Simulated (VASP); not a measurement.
# Ru (Im-3m) in VASP: further runs

The runs below take Ru through single point, with PBE.

Program: VASP 6.6.1. These are calculated values, not measurements. Logs are shortened: lines on timing, memory, paths and dates and some standing lists are left out, and cuts for length are marked.

## Step 1: The cell of the first run

Symmetry: Im-3m, No. 229, cubic system. Conventional cell: a = 3.000 Å, b = 3.000 Å, c = 3.000 Å, α = 90.00°, β = 90.00°, γ = 90.00°. Within 3.4 Å of Ru (site symmetry m-3m) lie 14 Ru at 2.60 to 3.00 Å.

## Step 2: Single point, PBE

INCAR

```
PREC = Accurate ; ENCUT = 520
EDIFF = 1E-7 ; ISMEAR = 0
SIGMA = 0.05 ; LREAL = F
LASPH = T ; NELM = 100
ALGO = Fast ; ISIF = 2
LWAVE = F ; LCHARG = F
GGA = PE ; NBANDS = 13
```

KPOINTS

```
Automatic mesh
0
Gamma
  10 10 10
```

POSCAR

```
Ru
1.0
   -1.5000148147      1.5000148147      1.5000148147
    1.5000148147     -1.5000148147      1.5000148147
    1.5000148147      1.5000148147     -1.5000148147
Ru
1
Direct
    0.0000000000      0.0000000000      0.0000000000
```

Potentials or basis: VASP PAW PBE potentials, release 64 (Ru_pv).

Command:

```console
> cat potpaw_PBE.64/Ru_pv/POTCAR > POTCAR
> mpirun -np 1 vasp_std > vasp.out
```

OUTCAR:

```text
PREC = Accurate
   ENCUT = 520
   EDIFF = 1E-7
   ISMEAR = 0
   LREAL = F
   LASPH = T
   NELM = 100
   ISIF = 2
   GGA = PE

 ion  position               nearest neighbor table
   1  0.000  0.000  0.000-

  LATTYP: Found a body centered cubic cell.
 ALAT       =     3.0000296294

  Lattice vectors:

 A1 = (  -1.5000148147,   1.5000148147,   1.5000148147)
 A2 = (   1.5000148147,  -1.5000148147,   1.5000148147)
 A3 = (   1.5000148147,   1.5000148147,  -1.5000148147)

Analysis of symmetry for initial positions (statically):
=====================================================================
 Subroutine PRICEL returns:
 Original cell was already a primitive cell.

 Routine SETGRP: Setting up the symmetry group for a
 body centered cubic supercell.

 Subroutine GETGRP returns: Found 48 space group operations
 (whereof 48 operations were pure point group operations)
 out of a pool of 48 trial point group operations.

The static configuration has the point symmetry O_h .

Analysis of symmetry for dynamics (positions and initial velocities):
=====================================================================
 Subroutine PRICEL returns:
 Original cell was already a primitive cell.

 Routine SETGRP: Setting up the symmetry group for a
 body centered cubic supercell.

 Subroutine GETGRP returns: Found 48 space group operations
 (whereof 48 operations were pure point group operations)
 out of a pool of 48 trial point group operations.

The dynamic configuration has the point symmetry O_h .

 Subroutine INISYM returns: Found 48 space group operations
 (whereof 48 operations are pure point group operations),
 and found     1 'primitive' translations

----------------------------------------------------------------------------------------

                                     Primitive cell

  volume of cell :      13.5004

  direct lattice vectors                    reciprocal lattice vectors
    -1.500014815  1.500014815  1.500014815     0.000000000  0.333330041  0.333330041
     1.500014815 -1.500014815  1.500014815     0.333330041  0.000000000  0.333330041
     1.500014815  1.500014815 -1.500014815     0.333330041  0.333330041  0.000000000

  length of vectors
     2.598101871  2.598101871  2.598101871     0.471399865  0.471399865  0.471399865

  position of ions in fractional coordinates (direct lattice)
     0.000000000  0.000000000  0.000000000

  ion indices of the primitive-cell ions
   primitive index   ion index
                 1           1

----------------------------------------------------------------------------------------

 KPOINTS: Automatic mesh

Automatic generation of k-mesh.
 Grid dimensions read from file:
 generate k-points for:   10   10   10

 Generating k-lattice:

  Cartesian coordinates                     Fractional coordinates (reciprocal lattice)
     0.000000000  0.033333004  0.033333004     0.100000000  0.000000000  0.000000000
     0.033333004  0.000000000  0.033333004     0.000000000  0.100000000  0.000000000
     0.033333004  0.033333004  0.000000000     0.000000000  0.000000000  0.100000000

  Length of vectors
     0.047139987  0.047139987  0.047139987

  Shift w.r.t. Gamma in fractional coordinates (k-lattice)
     0.000000000  0.000000000  0.000000000

 Subroutine IBZKPT returns following result:
 ===========================================

 Found     47 irreducible k-points:

 Following reciprocal coordinates:
            Coordinates               Weight
  0.000000  0.000000  0.000000      1.000000
  0.100000  0.000000  0.000000     12.000000
  0.200000  0.000000  0.000000     12.000000
  0.300000  0.000000  0.000000     12.000000
  0.400000  0.000000  0.000000     12.000000
  0.500000  0.000000  0.000000      6.000000
[... 16 lines left out ...]
  0.300000  0.300000  0.100000      8.000000
 -0.300000  0.300000  0.100000     24.000000
 [... further k-points ...]
   k-points           NKPTS =     47   k-points in BZ     NKDIM =     47   number of bands    NBANDS=     13
   number of dos      NEDOS =    301   number of ions     NIONS =      1
   total plane-waves  NPLWV =   8000
   dimension x,y,z NGX =    20 NGY =   20 NGZ =   20
   dimension x,y,z NGXF=    40 NGYF=   40 NGZF=   40
   ions per type =               1
   NGX,Y,Z   is equivalent  to a cutoff of  12.80, 12.80, 12.80 a.u.
   NGXF,Y,Z  is equivalent  to a cutoff of  25.59, 25.59, 25.59 a.u.
 SYSTEM =  unknown system
   PREC   = accura    normal or accurate (medium, high low for compatibility)
   ISTART =      0    job   : 0-new  1-cont  2-samecut
   ICHARG =      2    charge: 1-file 2-atom 10-const
   ISPIN  =      1    spin polarized calculation?
   LNONCOLLINEAR =      F non collinear calculations
   LSORBIT =      F    spin-orbit coupling
   LASPH  =      T    aspherical Exc in radial PAW
   ENCUT  =  520.0 eV  38.22 Ry    6.18 a.u.   4.83  4.83  4.83*2*pi/ulx,y,z
   NELM   =    100;   NELMIN=  2; NELMDL= -5     # of ELM steps
   EDIFF  = 0.1E-06   stopping-criterion for ELM
   LREAL  =      F    real-space projection
   EDIFFG = 0.1E-05   stopping-criterion for IOM
   NSW    =      0    number of steps for IOM
   IBRION =     -1    ionic relax: 0-MD 1-quasi-New 2-CG
   NFREE  =      0    steps in history (QN), initial steepest desc. (CG)
   ISIF   =      2    stress and relaxation
   ISYM   =      2    0-nonsym 1-usesym 2-fastsym
   POTIM  = 0.5000    time-step for ionic-motion
   TEBEG  =    0.0;   TEEND  =   0.0 temperature during run
   PSTRESS=    0.0 pullay stress
   NELECT =      14.0000    total number of electrons
   NUPDOWN=      -1.0000    fix difference up-down
   EMIN   =  10.00;   EMAX   =-10.00  energy-range for DOS
   EFERMI =   0.00;   METHOD = LEGACY
   ISMEAR =     0;   SIGMA  =   0.05  broadening in eV -4-tet -1-fermi 0-gaus
   EFERMI_NEDOS =   21; number of points for ismear=-14 and -15
   IALGO  =     68    algorithm
   IMIX   =      4    mixing-type and parameters
     AMIX     =   0.40;   BMIX     =  1.00
     AMIX_MAG =   1.60;   BMIX_MAG =  1.00
  volume/ion in A,a.u.               =      13.50        91.11
  Fermi-wavevector in a.u.,A,eV,Ry     =   1.657049  3.131368 37.359023  2.745811
  Thomas-Fermi vector in A             =   2.744869
   LORBIT       =      0    0 simple, 1 ext, 2 COOP (PROOUT), +10 PAW based schemes
   GGA     = PE    functional components
   LHFCALC =     F    Hartree Fock is set to
   AEXX    =    0.0000 exact exchange contribution
   IVDW    =     0    specifies the selected vdW correction
   LEPSILON=     F    determine dielectric tensor
   LRPA    =     F    only Hartree local field effects (RPA)
 non-spin polarized calculation
 RMM-DIIS sequential band-by-band and
 Gauss-broadening in eV      SIGMA  =   0.05
  energy-cutoff  :      520.00
  volume of cell :       13.50
 maximum number of plane-waves:       374
   NGX =  9   NGY =  9   NGZ =  9

 number of electron      13.9999994 magnetization

 Free energy of the ion-electron system (eV)
  ---------------------------------------------------
  ext. energy  EPLUGINS =         0.00000000
  ---------------------------------------------------
  free energy    TOTEN  =        -8.57157059 eV

  energy without entropy =       -8.56887168  energy(sigma->0) =       -8.57022114

 E-fermi :  13.0843     XC(G=0): -14.1434

 val. band max:       13.0830568213   @ k =   0.3000   0.1000   0.1000
 cond. band min:      13.0924245978   @ k =   0.2000   0.2000   0.1000
 fundamental gap:      0.0093677764
 Fermi energy:        13.0842688384

 k-point     1 :       0.0000    0.0000    0.0000
  band No.  band energies     occupation
      1     -29.4698      2.00000
      2     -29.4698      2.00000
      3     -29.4698      2.00000
      4       4.9203      2.00000
      5      10.1672      2.00000
      6      10.1672      2.00000
      7      10.1672      2.00000
      8      13.0011      1.98129
      9      13.0011      1.98129
     10      23.5952      0.00000
     11      30.2864      0.00000
     12      30.2864      0.00000
     13      30.2864      0.00000

 k-point     2 :       0.1000    0.0000    0.0000
  band No.  band energies     occupation
      1     -29.5805      2.00000
      2     -29.5051      2.00000
      3     -29.4703      2.00000
      4       5.3652      2.00000
      5       9.9596      2.00000
      6      10.1470      2.00000
      7      10.5599      2.00000
      8      12.7483      2.00000
      9      13.0153      1.94884
     10      23.5952      0.00000
     11      30.5066      0.00000
     12      30.7623      0.00000
     13      30.9938      0.00000

 k-point     3 :       0.2000    0.0000    0.0000
  band No.  band energies     occupation
      1     -29.8645      2.00000
      2     -29.5965      2.00000
      3     -29.4714      2.00000
      4       6.4352      2.00000
      5       9.4543      2.00000
      6      10.1061      2.00000
      7      11.6747      2.00000
      8      12.4794      2.00000
      9      13.0825      1.03883
     10      23.5951      0.00000
     11      30.3493      0.00000
     12      30.7957      0.00000
     13      32.9483      0.00000
[... 305 lines left out ...]
 k-point    23 :       0.3000    0.3000    0.1000
  band No.  band energies     occupation
      1     -30.1698      2.00000
      2     -30.1698      2.00000
      3     -29.7056      2.00000
      4       8.1284      2.00000
      5       9.6169      2.00000
      6       9.6169      2.00000
      7      13.4889      0.00000
      8      13.4889      0.00000
      9      22.9629      0.00000
     10      22.9629      0.00000
     11      23.1286      0.00000
     12      23.6039      0.00000
     13      28.4814      0.00000

 k-point    24 :      -0.3000    0.3000    0.1000
  band No.  band energies     occupation
      1     -30.1889      2.00000
      2     -29.7467      2.00000
      3     -29.5558      2.00000
      4       7.4353      2.00000
      5       9.2910      2.00000
      6      10.2954      2.00000
      7      12.0680      2.00000
      8      13.1830      0.00521
      9      14.0081      0.00000
     10      23.5949      0.00000
     11      28.4444      0.00000
     12      29.7006      0.00000
     13      34.2368      0.00000

 [... further k-points ...]

------------------------ aborting loop because EDIFF is reached ----------------------------------------

  FORCE on cell =-STRESS in cart. coord.  units (eV):
  Direction    XX          YY          ZZ          XY          YZ          ZX
  --------------------------------------------------------------------------------------
  -------------------------------------------------------------------------------------
  Total        1.4029278      1.4029278      1.4029278      0.0000000      0.0000000     -0.0000000
  in kB      166.4942580    166.4942580    166.4942580      0.0000000      0.0000000     -0.0000000
  external PRESSURE =     166.4942580 kB  Pullay stress =       0.0000000 kB

 VOLUME and BASIS-vectors are now :
 -----------------------------------------------------------------------------
  energy-cutoff  :      520.00
  volume of cell :       13.50
      direct lattice vectors                 reciprocal lattice vectors
    -1.500014815  1.500014815  1.500014815     0.000000000  0.333330041  0.333330041
     1.500014815 -1.500014815  1.500014815     0.333330041  0.000000000  0.333330041
     1.500014815  1.500014815 -1.500014815     0.333330041  0.333330041  0.000000000

 POSITION                                       TOTAL-FORCE (eV/Angst)
 -----------------------------------------------------------------------------------
      0.00000      0.00000      0.00000        -0.000000      0.000000     -0.000000
 -----------------------------------------------------------------------------------
    total drift:                                0.000000     -0.000000      0.000000

  FREE ENERGIE OF THE ION-ELECTRON SYSTEM (eV)
  ---------------------------------------------------
  free  energy   TOTEN  =        -8.5715705924 eV

  energy  without entropy=       -8.5688716807  energy(sigma->0) =       -8.57022114
```

Wall time 6.5 s (1 thread of Intel Xeon 6975P-C, shared host); peak memory 0.13 GiB.

What came out:

- Free energy: -8.5716 eV
- Pressure: 16.6 GPa
- Band gap on the k mesh: zero (band 7 reaches 15.03 eV, above the bottom of band 8 at 11.58 eV)

Levels at points of the mesh, in eV from the Fermi level:
```
           k point  band 4  band 5  band 6  band 7  band 8  band 9  band 10  band 11
(0.00, 0.00, 0.00)   -8.16   -2.92   -2.92   -2.92   -0.08   -0.08    10.51    17.20
(0.50, 0.00, 0.00)   -6.42   -4.76   -0.09    0.41    1.24    2.59    10.50    10.71
(0.50, 0.50, 0.50)   -6.56   -6.56    1.94    1.94    1.94    9.56     9.56     9.56
```

## Step 3: Single point, PBE

This run uses another cell than the first one, of 14.23 Å³/atom, 1.054 times its volume.

INCAR

```
PREC     = Accurate       # precision mode
ENCUT    = 500            # plane-wave cutoff, eV
EDIFF    = 1E-6           # SCF threshold, eV
ISMEAR   = 0              # smearing method
SIGMA    = 0.05           # smearing width, eV
LREAL    = F              # projectors in reciprocal space
LASPH    = T              # aspherical terms in the spheres
NELM     = 120            # most SCF steps
ALGO     = Normal         # electronic algorithm
ISIF     = 2              # what is computed and relaxed
LWAVE    = F              # write WAVECAR
LCHARG   = F              # write CHGCAR
GGA      = PE             # functional
NBANDS   = 13             # bands
GGA_COMPAT= F
```

KPOINTS is that of step 2.

POSCAR

```
Ru
1.0
   -1.5267276224      1.5267276224      1.5267276224
    1.5267276224     -1.5267276224      1.5267276224
    1.5267276224      1.5267276224     -1.5267276224
Ru
1
Direct
    0.0000000000      0.0000000000      0.0000000000
```

Potentials or basis: VASP PAW PBE potentials, release 64 (Ru_pv).

Command:

```console
> cat potpaw_PBE.64/Ru_pv/POTCAR > POTCAR
> mpirun -np 1 vasp_std > vasp.out
```

Wall time 11 s (1 thread of Intel Xeon Platinum 8259CL at 2.50GHz (Skylake/Cascade Lake), shared host); peak memory 0.12 GiB.

The run converged. Its results:

* Free energy: -8.6077 eV
* Pressure: -0.1 GPa
* Band gap on the k mesh: zero (band 7 reaches 13.91 eV, above the bottom of band 8 at 10.75 eV)

Levels at points of the mesh, in eV from the Fermi level:
```
           k point  band 4  band 5  band 6  band 7  band 8  band 9  band 10  band 11
(0.00, 0.00, 0.00)   -7.84   -2.70   -2.70   -2.70   -0.07   -0.07    10.58    17.16
(0.50, 0.00, 0.00)   -5.99   -4.40   -0.09    0.37    1.20    2.37    10.01    10.59
(0.50, 0.50, 0.50)   -6.06   -6.06    1.78    1.78    1.78    9.25     9.25     9.25
```

(Part 1 of 2 ends here.)
